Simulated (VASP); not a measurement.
# SiC (P6_3mc) in VASP: further runs

SiC is run at these levels: PBE; tasks: single point.

Program: VASP 6.6.1. These are calculated values, not measurements. Logs are shortened: lines on timing, memory, paths and dates and some standing lists are left out, and cuts for length are marked.

## Step 1: The cell of the first run

It takes space group P6_3mc (No. 186, hexagonal). Conventional cell: a = 3.168 Å, b = 3.168 Å, c = 5.025 Å, α = 90.00°, β = 90.00°, γ = 120.00°. Si (site symmetry 3m) has 4 C at 1.90 to 1.93 Å within 2.5 Å. C (site symmetry 3m) has 4 Si at 1.90 to 1.93 Å within 2.5 Å.

## Step 2: Single point, PBE (epitaxial xy strain +3.0%)

Input file INCAR:

```
SYSTEM = SiC
PREC = Accurate
ENCUT = 520
EDIFF = 1E-6
ISMEAR = 0
SIGMA = 0.01
LREAL = .False.
LASPH = .True.
NELM = 100
ALGO = Normal
ISIF = 2
LWAVE = .False.
LCHARG = .False.
GGA = PE
NBANDS = 16
```

Input file KPOINTS:

```
regular mesh
0
Gamma
  6 6 4
  0 0 0
```

Input file POSCAR:

```
SiC
1.0
    3.1676169264      0.0000000000      0.0000000000
   -1.5838084632      2.7432367277      0.0000000000
    0.0000000000      0.0000000000      5.0245763781
Si C
2 2
Direct
    0.3333333333      0.6666666667     -0.0018225129
    0.6666666667      0.3333333333      0.4981774871
    0.3333333333      0.6666666667      0.3768225129
    0.6666666667      0.3333333333      0.8768225129
```

Potentials or basis: VASP PAW PBE potentials, release 64 (Si, C).

Launch:

```sh
> cat potpaw_PBE.64/Si/POTCAR potpaw_PBE.64/C/POTCAR > POTCAR
> mpirun -np 1 vasp_std > vasp.out
```

OUTCAR:

```text
SYSTEM = SiC
   PREC = Accurate
   ENCUT = 520
   EDIFF = 1E-6
   ISMEAR = 0
   LREAL = .False.
   LASPH = .True.
   NELM = 100
   ISIF = 2
   GGA = PE

 ion  position               nearest neighbor table
   1  0.333  0.667  0.998-   3 1.90   4 1.93   4 1.93   4 1.93   2 3.11   2 3.11   2 3.11   2 3.11
                             2 3.11   2 3.11
   2  0.667  0.333  0.498-   4 1.90   3 1.93   3 1.93   3 1.93   1 3.11   1 3.11   1 3.11   1 3.11
                             1 3.11   1 3.11
   3  0.333  0.667  0.377-   1 1.90   2 1.93   2 1.93   2 1.93
   4  0.667  0.333  0.877-   2 1.90   1 1.93   1 1.93   1 1.93

  LATTYP: Found a hexagonal cell.
 ALAT       =     3.1676169264
 C/A-ratio  =     1.5862323301

  Lattice vectors:

 A1 = (   3.1676169264,   0.0000000000,   0.0000000000)
 A2 = (  -1.5838084632,   2.7432367277,   0.0000000000)
 A3 = (   0.0000000000,   0.0000000000,   5.0245763781)

Analysis of symmetry for initial positions (statically):
=====================================================================
 Subroutine PRICEL returns:
 Original cell was already a primitive cell.

 Routine SETGRP: Setting up the symmetry group for a
 hexagonal supercell.

 Subroutine GETGRP returns: Found 12 space group operations
 (whereof  6 operations were pure point group operations)
 out of a pool of 24 trial point group operations.

The static configuration has the point symmetry C_3v.
 The point group associated with its full space group is C_6v.

Analysis of symmetry for dynamics (positions and initial velocities):
=====================================================================
 Subroutine PRICEL returns:
 Original cell was already a primitive cell.

 Routine SETGRP: Setting up the symmetry group for a
 hexagonal supercell.

 Subroutine GETGRP returns: Found 12 space group operations
 (whereof  6 operations were pure point group operations)
 out of a pool of 24 trial point group operations.

The dynamic configuration has the point symmetry C_3v.
 The point group associated with its full space group is C_6v.

 Subroutine INISYM returns: Found 12 space group operations
 (whereof  6 operations are pure point group operations),
 and found     1 'primitive' translations

----------------------------------------------------------------------------------------

                                     Primitive cell

  volume of cell :      43.6612

  direct lattice vectors                    reciprocal lattice vectors
     3.167616926  0.000000000  0.000000000     0.315694739  0.182266443  0.000000000
    -1.583808463  2.743236728  0.000000000     0.000000000  0.364532886  0.000000000
     0.000000000  0.000000000  5.024576378     0.000000000  0.000000000  0.199021753

  length of vectors
     3.167616926  3.167616926  5.024576378     0.364532886  0.364532886  0.199021753

  position of ions in fractional coordinates (direct lattice)
     0.333333333  0.666666667  0.998177487
     0.666666667  0.333333333  0.498177487
     0.333333333  0.666666667  0.376822513
     0.666666667  0.333333333  0.876822513

  ion indices of the primitive-cell ions
   primitive index   ion index
                 1           1
                 2           2
                 3           3
                 4           4

----------------------------------------------------------------------------------------

 KPOINTS: regular mesh

Automatic generation of k-mesh.
 Grid dimensions read from file:
 generate k-points for:    6    6    4

 Generating k-lattice:

  Cartesian coordinates                     Fractional coordinates (reciprocal lattice)
     0.052615790  0.030377740  0.000000000     0.166666667  0.000000000  0.000000000
     0.000000000  0.060755481  0.000000000     0.000000000  0.166666667  0.000000000
     0.000000000  0.000000000  0.049755438     0.000000000  0.000000000  0.250000000

  Length of vectors
     0.060755481  0.060755481  0.049755438

  Shift w.r.t. Gamma in fractional coordinates (k-lattice)
     0.000000000  0.000000000  0.000000000

 Subroutine IBZKPT returns following result:
 ===========================================

 Found     21 irreducible k-points:

 Following reciprocal coordinates:
            Coordinates               Weight
  0.000000  0.000000  0.000000      1.000000
  0.166667 -0.000000  0.000000      6.000000
  0.333333 -0.000000  0.000000      6.000000
  0.500000 -0.000000  0.000000      3.000000
  0.166667  0.166667  0.000000      6.000000
  0.333333  0.166667  0.000000     12.000000
[... 13 lines left out ...]
  0.333333  0.166667  0.500000     12.000000
  0.333333  0.333333  0.500000      2.000000
   k-points           NKPTS =     21   k-points in BZ     NKDIM =     21   number of bands    NBANDS=     16
   number of dos      NEDOS =    301   number of ions     NIONS =      4
   total plane-waves  NPLWV =  23040
   dimension x,y,z NGX =    24 NGY =   24 NGZ =   40
   dimension x,y,z NGXF=    48 NGYF=   48 NGZF=   80
   ions per type =               2   2
   NGX,Y,Z   is equivalent  to a cutoff of  12.60, 12.60, 13.23 a.u.
   NGXF,Y,Z  is equivalent  to a cutoff of  25.19, 25.19, 26.47 a.u.
 SYSTEM =  SiC
   PREC   = accura    normal or accurate (medium, high low for compatibility)
   ISTART =      0    job   : 0-new  1-cont  2-samecut
   ICHARG =      2    charge: 1-file 2-atom 10-const
   ISPIN  =      1    spin polarized calculation?
   LNONCOLLINEAR =      F non collinear calculations
   LSORBIT =      F    spin-orbit coupling
   LASPH  =      T    aspherical Exc in radial PAW
   ENCUT  =  520.0 eV  38.22 Ry    6.18 a.u.   5.89  5.89  9.34*2*pi/ulx,y,z
   NELM   =    100;   NELMIN=  2; NELMDL= -5     # of ELM steps
   EDIFF  = 0.1E-05   stopping-criterion for ELM
   LREAL  =      F    real-space projection
   EDIFFG = 0.1E-04   stopping-criterion for IOM
   NSW    =      0    number of steps for IOM
   IBRION =     -1    ionic relax: 0-MD 1-quasi-New 2-CG
   NFREE  =      0    steps in history (QN), initial steepest desc. (CG)
   ISIF   =      2    stress and relaxation
   ISYM   =      2    0-nonsym 1-usesym 2-fastsym
   POTIM  = 0.5000    time-step for ionic-motion
   TEBEG  =    0.0;   TEEND  =   0.0 temperature during run
   PSTRESS=    0.0 pullay stress
   NELECT =      16.0000    total number of electrons
   NUPDOWN=      -1.0000    fix difference up-down
   EMIN   =  10.00;   EMAX   =-10.00  energy-range for DOS
   EFERMI =   0.00;   METHOD = LEGACY
   ISMEAR =     0;   SIGMA  =   0.01  broadening in eV -4-tet -1-fermi 0-gaus
   EFERMI_NEDOS =   21; number of points for ismear=-14 and -15
   IALGO  =     38    algorithm
   IMIX   =      4    mixing-type and parameters
     AMIX     =   0.40;   BMIX     =  1.00
     AMIX_MAG =   1.60;   BMIX_MAG =  1.00
  volume/ion in A,a.u.               =      10.92        73.66
  Fermi-wavevector in a.u.,A,eV,Ry     =   1.171520  2.213852 18.673439  1.372459
  Thomas-Fermi vector in A             =   2.307962
   LORBIT       =      0    0 simple, 1 ext, 2 COOP (PROOUT), +10 PAW based schemes
   GGA     = PE    functional components
   LHFCALC =     F    Hartree Fock is set to
   AEXX    =    0.0000 exact exchange contribution
   IVDW    =     0    specifies the selected vdW correction
   LEPSILON=     F    determine dielectric tensor
   LRPA    =     F    only Hartree local field effects (RPA)
 non-spin polarized calculation
 Gauss-broadening in eV      SIGMA  =   0.01
  energy-cutoff  :      520.00
  volume of cell :       43.66
 maximum number of plane-waves:      1194
 NGX is ok and might be reduce to    24
   NGX = 11   NGY = 11   NGZ = 19

 number of electron      16.0000001 magnetization

 Free energy of the ion-electron system (eV)
  ---------------------------------------------------
  ext. energy  EPLUGINS =         0.00000000
  ---------------------------------------------------
  free energy    TOTEN  =       -30.01175105 eV

  energy without entropy =      -30.01175105  energy(sigma->0) =      -30.01175105

 E-fermi :   7.8233     XC(G=0): -11.1117

 val. band max:        7.7355094157   @ k =   0.0000   0.0000   0.0000
 cond. band min:      10.0873267233   @ k =   0.5000  -0.0000   0.0000
 fundamental gap:      2.3518173076
 Fermi energy:         7.8232613857

 k-point     1 :       0.0000    0.0000    0.0000
  band No.  band energies     occupation
      1      -7.4871      2.00000
      2      -3.8637      2.00000
      3      -0.6413      2.00000
      4       6.1496      2.00000
      5       6.1496      2.00000
      6       7.6006      2.00000
[... 8 lines left out ...]
     15      16.1584      0.00000
     16      18.7281      0.00000

 k-point     2 :       0.1667   -0.0000    0.0000
  band No.  band energies     occupation
      1      -7.0410      2.00000
      2      -3.5006      2.00000
      3      -0.2515      2.00000
      4       4.0673      2.00000
      5       5.5073      2.00000
      6       6.0646      2.00000
[... 8 lines left out ...]
     15      16.9529      0.00000
     16      17.1249      0.00000

 k-point     3 :       0.3333   -0.0000    0.0000
  band No.  band energies     occupation
      1      -5.7714      2.00000
      2      -2.6939      2.00000
      3       0.3628      2.00000
      4       1.6983      2.00000
      5       3.4338      2.00000
      6       4.6173      2.00000
[... 8 lines left out ...]
     15      18.1628      0.00000
     16      19.1637      0.00000

 k-point     4 :       0.5000   -0.0000    0.0000
  band No.  band energies     occupation
      1      -4.4372      2.00000
      2      -2.9446      2.00000
      3       0.1472      2.00000
      4       1.6667      2.00000
      5       2.4145      2.00000
      6       4.2683      2.00000
[... 8 lines left out ...]
     15      17.9082      0.00000
     16      19.7120      0.00000
[... 267 lines left out ...]
 k-point    19 :       0.1667    0.1667    0.5000
  band No.  band energies     occupation
      1      -5.0260      2.00000
      2      -5.0260      2.00000
      3       2.2845      2.00000
      4       2.2845      2.00000
      5       4.7905      2.00000
      6       4.7905      2.00000
[... 8 lines left out ...]
     15      17.5115      0.00000
     16      17.5115      0.00000

 k-point    20 :       0.3333    0.1667    0.5000
  band No.  band energies     occupation
      1      -3.6888      2.00000
      2      -3.6888      2.00000
      3       0.2857      2.00000
      4       0.2857      2.00000
      5       3.6790      2.00000
      6       3.6790      2.00000
[... 8 lines left out ...]
     15      18.6157      0.00000
     16      18.6157      0.00000

 k-point    21 :       0.3333    0.3333    0.5000
  band No.  band energies     occupation
      1      -3.0102      2.00000
      2      -3.0102      2.00000
      3      -0.0001      2.00000
      4      -0.0001      2.00000
      5       2.3099      2.00000
      6       2.3099      2.00000
[... 8 lines left out ...]
     15      18.9063      0.00000
     16      18.9063      0.00000

------------------------ aborting loop because EDIFF is reached ----------------------------------------

  FORCE on cell =-STRESS in cart. coord.  units (eV):
  Direction    XX          YY          ZZ          XY          YZ          ZX
  --------------------------------------------------------------------------------------
  -------------------------------------------------------------------------------------
  Total       -3.4826579     -3.4826579      0.7653227      0.0000000      0.0000000      0.0000000
  in kB     -127.7985747   -127.7985747     28.0840547      0.0000000      0.0000000      0.0000000
  external PRESSURE =     -75.8376982 kB  Pullay stress =       0.0000000 kB

 VOLUME and BASIS-vectors are now :
 -----------------------------------------------------------------------------
  energy-cutoff  :      520.00
  volume of cell :       43.66
      direct lattice vectors                 reciprocal lattice vectors
     3.167616926  0.000000000  0.000000000     0.315694739  0.182266443  0.000000000
    -1.583808463  2.743236728  0.000000000     0.000000000  0.364532886  0.000000000
     0.000000000  0.000000000  5.024576378     0.000000000  0.000000000  0.199021753

 POSITION                                       TOTAL-FORCE (eV/Angst)
 -----------------------------------------------------------------------------------
     -0.00000      1.82882      5.01542         0.000000      0.000000     -0.046036
      1.58381      0.91441      2.50313         0.000000      0.000000     -0.046036
     -0.00000      1.82882      1.89337        -0.000000      0.000000      0.046036
      1.58381      0.91441      4.40566         0.000000     -0.000000      0.046036
 -----------------------------------------------------------------------------------
    total drift:                                0.000000      0.000000      0.000060

  FREE ENERGIE OF THE ION-ELECTRON SYSTEM (eV)
  ---------------------------------------------------
  free  energy   TOTEN  =       -30.0117510496 eV

  energy  without entropy=      -30.0117510496  energy(sigma->0) =      -30.01175105
```

Wall time 23 s (1 thread of Intel Xeon 8259CL, shared host); peak memory 0.15 GiB.

Results:

```yaml
Free_energy: -30.0118 eV
Pressure: -7.6 GPa
Largest_force: 0.046 eV/Å
Band_gap_on_the_k_mesh: 2.35 eV, indirect (least direct gap 3.58 eV)
```

Forces in eV/Å, atoms in the order of the input:
```
Si   0.000  0.000 -0.046
Si   0.000  0.000 -0.046
C    0.000  0.000  0.046
C    0.000  0.000  0.046
```

Stress tensor (GPa, compression positive):
```
-12.78   0.00   0.00
  0.00 -12.78   0.00
  0.00   0.00   2.81
```

Caveat: the cell differs from its parent crystal (epitaxial xy strain +3.0%).

[end of part 1 of 2]
